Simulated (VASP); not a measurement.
Runs of VASP 6.6.1 on B3As2. The structure is that of space group R-3m (No. 166), or close to it. The cells are those of the table. 

```csv
task,cell,k mesh,cutoff (eV),gap on the mesh (eV),pressure (GPa),largest force (eV/Å)
single point,"a = 7.038 Å, angles 25.6°, 5 atoms",6 × 6 × 6,520,none,(b),0.03
single point,"a = 7.490 Å, angles 24.2°, 5 atoms",6 × 6 × 6,520,none,-3.5,0.97
relaxation of cell and atoms,"relaxed from a = 7.490 Å, angles 24.2°, 5 atoms",6 × 6 × 6,600,none,-0.2,0.02
single point,"a = 7.012 Å, angles 25.9°, 5 atoms",12 × 12 × 12,520,none,(a),0.04
```

Alike in all rows: level PBE; potentials or basis VASP PAW PBE potentials, release 64 (B, As); no spin polarisation; smearing gaussian 0.1 eV.

Task: Fill in the values left out.

Result: (a) 0.3; (b) 0.2.

Caveats: some runs use coarse meshes.

A k mesh can miss the band edges, and the runs leave out spin-orbit coupling on As.

A gap of «none» marks levels without a gap at the run's occupations.
